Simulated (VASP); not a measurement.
# Co (P-1) in VASP: further runs

The runs below take Co through single point, with PBE.

Everything below comes from runs of VASP 6.6.1. Logs are shortened: lines on timing, memory, paths and dates and some standing lists are left out, and cuts for length are marked.

**1. The cell of the first run**

The typed cell holds 1 atom: a = 2.425 Å, b = 2.437 Å, c = 2.401 Å, α = 107.69°, β = 110.08°, γ = 109.82°.

**2. Single point, PBE**

Input file INCAR:

```
SYSTEM = Co
ALGO     = Normal         ! electronic algorithm
EDIFF    = 1E-6           ! SCF threshold, eV
ENCUT    = 520            ! plane-wave cutoff, eV
GGA      = PE             ! functional
ISIF     = 2              ! what is computed and relaxed
ISMEAR   = -1             ! smearing method
LASPH    = .True.         ! aspherical terms in the spheres
LCHARG   = .True.         ! write CHGCAR
LELF     = .True.         ! ELF
LREAL    = .False.        ! projectors in reciprocal space
LVHAR    = .True.       
LWAVE    = .False.        ! write WAVECAR
NBANDS   = 10             ! bands
NELM     = 100            ! most SCF steps
PREC     = Accurate       ! precision mode
SIGMA    = 0.05           ! smearing width, eV
```

Input file KPOINTS:

```
k-points
0
Gamma
  13 13 13
  0 0 0
```

Input file POSCAR:

```
Co
1.0
   -1.4145745000      1.3929095500      1.3921574700
    1.4429802800     -1.3751271500      1.4027808400
    1.4112696000      1.3718222500     -1.3743750600
Co
1
Direct
    0.0000000000      0.0000000000      0.0000000000
```

Potentials or basis: VASP PAW PBE potentials, release 64 (Co).

Launch:

```bash
$ cat potpaw_PBE.64/Co/POTCAR > POTCAR
$ mpirun -np 1 vasp_std > vasp.out
```

OUTCAR:

```text
SYSTEM = Co
   EDIFF = 1E-6
   ENCUT = 520
   GGA = PE
   ISIF = 2
   ISMEAR = -1
   LASPH = .True.
   LREAL = .False.
   NELM = 100
   PREC = Accurate

 ion  position               nearest neighbor table
   1  0.000  0.000  0.000-

  LATTYP: Found a triclinic cell.
 ALAT       =     6.1639271409
 B/A-ratio  =     0.6337387412
 C/A-ratio  =     0.3933743782
 COS(alpha) =     0.0005142480
 COS(beta)  =     0.2599597309
 COS(gamma) =     0.9471042428

  Lattice vectors:

 A1 = (  -0.0350155800,   5.5116812000,  -2.7593734900)
 A2 = (  -0.0317106800,   2.7469494000,  -2.7771559000)
 A3 = (  -1.4145745000,   1.3929095500,   1.3921574700)

Analysis of symmetry for initial positions (statically):
=====================================================================
 Subroutine PRICEL returns:
 Original cell was already a primitive cell.

 Routine SETGRP: Setting up the symmetry group for a
 triclinic supercell.

 Subroutine GETGRP returns: Found  2 space group operations
 (whereof  2 operations were pure point group operations)
 out of a pool of  2 trial point group operations.

The static configuration has the point symmetry S_2 .

Analysis of symmetry for dynamics (positions and initial velocities):
=====================================================================
 Subroutine PRICEL returns:
 Original cell was already a primitive cell.

 Routine SETGRP: Setting up the symmetry group for a
 triclinic supercell.

 Subroutine GETGRP returns: Found  2 space group operations
 (whereof  2 operations were pure point group operations)
 out of a pool of  2 trial point group operations.

The dynamic configuration has the point symmetry S_2 .

 Subroutine INISYM returns: Found  2 space group operations
 (whereof  2 operations are pure point group operations),
 and found     1 'primitive' translations

----------------------------------------------------------------------------------------

                                     Primitive cell

  volume of cell :      11.0262

  direct lattice vectors                    reciprocal lattice vectors
    -1.414574500  1.392909550  1.392157470    -0.003122163  0.359408250  0.355534697
     1.442980280 -1.375127150  1.402780840     0.346826794 -0.001864074  0.354276607
     1.411269600  1.371822250 -1.374375060     0.350832501  0.362155868 -0.005869779

  length of vectors
     2.424731006  2.437408635  2.400517647     0.505558067  0.495786461  0.504256652

  position of ions in fractional coordinates (direct lattice)
     0.000000000  0.000000000  0.000000000

  ion indices of the primitive-cell ions
   primitive index   ion index
                 1           1

----------------------------------------------------------------------------------------

 KPOINTS: k-points

Automatic generation of k-mesh.
 Grid dimensions read from file:
 generate k-points for:   13   13   13

 Generating k-lattice:

  Cartesian coordinates                     Fractional coordinates (reciprocal lattice)
    -0.000240166  0.027646788  0.027348823     0.076923077  0.000000000  0.000000000
     0.026678984 -0.000143390  0.027252047     0.000000000  0.076923077  0.000000000
     0.026987115  0.027858144 -0.000451521    -0.000000000  0.000000000  0.076923077

  Length of vectors
     0.038889082  0.038137420  0.038788973

  Shift w.r.t. Gamma in fractional coordinates (k-lattice)
     0.000000000  0.000000000  0.000000000

 Subroutine IBZKPT returns following result:
 ===========================================

 Found   1099 irreducible k-points:

 Following reciprocal coordinates:
            Coordinates               Weight
  0.000000  0.000000  0.000000      1.000000
  0.076923  0.000000 -0.000000      2.000000
  0.153846  0.000000 -0.000000      2.000000
  0.230769  0.000000  0.000000      2.000000
  0.307692  0.000000 -0.000000      2.000000
  0.384615  0.000000 -0.000000      2.000000
[... 16 lines left out ...]
  0.153846  0.153846  0.000000      2.000000
  0.230769  0.153846  0.000000      2.000000
 [... further k-points ...]
   k-points           NKPTS =   1099   k-points in BZ     NKDIM =   1099   number of bands    NBANDS=     10
   number of dos      NEDOS =    301   number of ions     NIONS =      1
   total plane-waves  NPLWV =   5832
   dimension x,y,z NGX =    18 NGY =   18 NGZ =   18
   dimension x,y,z NGXF=    36 NGYF=   36 NGZF=   36
   ions per type =               1
   NGX,Y,Z   is equivalent  to a cutoff of  12.34, 12.28, 12.47 a.u.
   NGXF,Y,Z  is equivalent  to a cutoff of  24.68, 24.55, 24.93 a.u.
 SYSTEM =  Co
   PREC   = accura    normal or accurate (medium, high low for compatibility)
   ISTART =      0    job   : 0-new  1-cont  2-samecut
   ICHARG =      2    charge: 1-file 2-atom 10-const
   ISPIN  =      1    spin polarized calculation?
   LNONCOLLINEAR =      F non collinear calculations
   LSORBIT =      F    spin-orbit coupling
   LASPH  =      T    aspherical Exc in radial PAW
   ENCUT  =  520.0 eV  38.22 Ry    6.18 a.u.   4.51  4.53  4.46*2*pi/ulx,y,z
   NELM   =    100;   NELMIN=  2; NELMDL= -5     # of ELM steps
   EDIFF  = 0.1E-05   stopping-criterion for ELM
   LREAL  =      F    real-space projection
   EDIFFG = 0.1E-04   stopping-criterion for IOM
   NSW    =      0    number of steps for IOM
   IBRION =     -1    ionic relax: 0-MD 1-quasi-New 2-CG
   NFREE  =      0    steps in history (QN), initial steepest desc. (CG)
   ISIF   =      2    stress and relaxation
   ISYM   =      2    0-nonsym 1-usesym 2-fastsym
   POTIM  = 0.5000    time-step for ionic-motion
   TEBEG  =    0.0;   TEEND  =   0.0 temperature during run
   PSTRESS=    0.0 pullay stress
   NELECT =       9.0000    total number of electrons
   NUPDOWN=      -1.0000    fix difference up-down
   EMIN   =  10.00;   EMAX   =-10.00  energy-range for DOS
   EFERMI =   0.00;   METHOD = LEGACY
   ISMEAR =    -1;   SIGMA  =   0.05  broadening in eV -4-tet -1-fermi 0-gaus
   EFERMI_NEDOS =   21; number of points for ismear=-14 and -15
   IALGO  =     38    algorithm
   IMIX   =      4    mixing-type and parameters
     AMIX     =   0.40;   BMIX     =  1.00
     AMIX_MAG =   1.60;   BMIX_MAG =  1.00
  volume/ion in A,a.u.               =      11.03        74.41
  Fermi-wavevector in a.u.,A,eV,Ry     =   1.529962  2.891209 31.848306  2.340784
  Thomas-Fermi vector in A             =   2.637511
   LORBIT       =      0    0 simple, 1 ext, 2 COOP (PROOUT), +10 PAW based schemes
   GGA     = PE    functional components
   LHFCALC =     F    Hartree Fock is set to
   AEXX    =    0.0000 exact exchange contribution
   IVDW    =     0    specifies the selected vdW correction
   LEPSILON=     F    determine dielectric tensor
   LRPA    =     F    only Hartree local field effects (RPA)
 non-spin polarized calculation
  energy-cutoff  :      520.00
  volume of cell :       11.03
 maximum number of plane-waves:       321
 NGX is ok and might be reduce to    18
   NGX =  9   NGY =  9   NGZ =  9

 number of electron       9.0000000 magnetization

 Free energy of the ion-electron system (eV)
  ---------------------------------------------------
  ext. energy  EPLUGINS =         0.00000000
  ---------------------------------------------------
  free energy    TOTEN  =        -6.59878589 eV

  energy without entropy =       -6.56429364  energy(sigma->0) =       -6.58153976

 E-fermi :   9.8287     XC(G=0): -13.3187

 val. band max:        9.8286392825   @ k =   0.0000   0.2308   0.3077
 cond. band min:       9.8289755842   @ k =   0.0769   0.3846   0.1538
 fundamental gap:      0.0003363018
 Fermi energy:         9.8287386108

 k-point     1 :       0.0000    0.0000    0.0000
  band No.  band energies     occupation
      1       1.2118      2.00000
      2       8.0035      2.00000
      3       8.1124      2.00000
      4       8.2683      2.00000
      5       9.4815      1.99808
      6       9.6825      1.89819
      7      34.8949      0.00000
      8      35.6005      0.00000
      9      35.9065      0.00000
     10      40.4660      0.00000

 k-point     2 :       0.0769    0.0000   -0.0000
  band No.  band energies     occupation
      1       1.4587      2.00000
      2       7.9430      2.00000
      3       8.1734      2.00000
      4       8.3046      2.00000
      5       9.4929      1.99758
      6       9.6291      1.96377
      7      33.8942      0.00000
      8      34.8285      0.00000
      9      35.3366      0.00000
     10      39.4897      0.00000

 k-point     3 :       0.1538    0.0000   -0.0000
  band No.  band energies     occupation
      1       2.1748      2.00000
      2       7.7698      2.00000
      3       8.1176      2.00000
      4       8.6227      2.00000
      5       9.5037      1.99700
      6       9.5584      1.99106
      7      30.6400      0.00000
      8      33.5771      0.00000
      9      34.5385      0.00000
     10      36.8847      0.00000

 k-point     4 :       0.2308    0.0000    0.0000
  band No.  band energies     occupation
      1       3.2645      2.00000
      2       7.5252      2.00000
      3       7.9920      2.00000
      4       9.1439      2.00000
      5       9.4881      1.99780
      6       9.6115      1.97437
      7      26.8897      0.00000
      8      31.7478      0.00000
      9      34.0865      0.00000
     10      34.4638      0.00000
[... 222 lines left out ...]
 k-point    22 :       0.0769    0.1538    0.0000
  band No.  band energies     occupation
      1       2.8035      2.00000
      2       7.7282      2.00000
      3       7.8635      2.00000
      4       9.0425      2.00000
      5       9.3195      1.99992
      6       9.7051      1.84452
      7      28.0603      0.00000
      8      31.3518      0.00000
      9      35.0409      0.00000
     10      36.1527      0.00000

 k-point    23 :       0.1538    0.1538    0.0000
  band No.  band energies     occupation
      1       3.8266      2.00000
      2       7.5538      2.00000
      3       7.6666      2.00000
      4       9.3029      1.99995
      5       9.5995      1.97979
      6       9.7904      1.36585
      7      26.4072      0.00000
      8      27.7532      0.00000
      9      33.0253      0.00000
     10      36.3288      0.00000

 k-point    24 :       0.2308    0.1538    0.0000
  band No.  band energies     occupation
      1       4.9640      2.00000
      2       7.3057      2.00000
      3       7.6227      2.00000
      4       9.3841      1.99973
      5       9.8330      0.95733
      6      10.4046      0.00002
      7      23.7008      0.00000
      8      25.4575      0.00000
      9      31.4465      0.00000
     10      36.1190      0.00000

 [... further k-points ...]
[... 5 lines left out ...]
  --------------------------------------------------------------------------------------
  -------------------------------------------------------------------------------------
  Total       -0.4472292     -0.8875775     -0.7593344      0.0249303     -0.1173835     -0.1913798
  in kB      -64.9854182   -128.9709892   -110.3363961      3.6225430    -17.0566147    -27.8087700
  external PRESSURE =    -101.4309345 kB  Pullay stress =       0.0000000 kB

 VOLUME and BASIS-vectors are now :
 -----------------------------------------------------------------------------
  energy-cutoff  :      520.00
  volume of cell :       11.03
      direct lattice vectors                 reciprocal lattice vectors
    -1.414574500  1.392909550  1.392157470    -0.003122163  0.359408250  0.355534697
     1.442980280 -1.375127150  1.402780840     0.346826794 -0.001864074  0.354276607
     1.411269600  1.371822250 -1.374375060     0.350832501  0.362155868 -0.005869779

 POSITION                                       TOTAL-FORCE (eV/Angst)
 -----------------------------------------------------------------------------------
      0.00000      0.00000      0.00000         0.000000      0.000000      0.000000
 -----------------------------------------------------------------------------------
    total drift:                                0.000000      0.000000      0.000000

  FREE ENERGIE OF THE ION-ELECTRON SYSTEM (eV)
  ---------------------------------------------------
  free  energy   TOTEN  =        -6.5987858929 eV

  energy  without entropy=       -6.5642936369  energy(sigma->0) =       -6.58153976
```

It took 70 s on 1 thread of Intel Xeon Platinum 8375C at 2.90GHz (Ice Lake), shared host; peak memory 0.23 GiB.

Results:

| Quantity | Value |
| --- | --- |
| Free energy | -6.5988 eV |
| Pressure | -10.1 GPa |

Stress tensor (GPa, compression positive):
```
 -6.50   0.36  -2.78
  0.36 -12.90  -1.71
 -2.78  -1.71 -11.03
```

Caveat: the run has no spin polarisation, though such a crystal can be magnetic.

(Continued in part 2 of 2.)
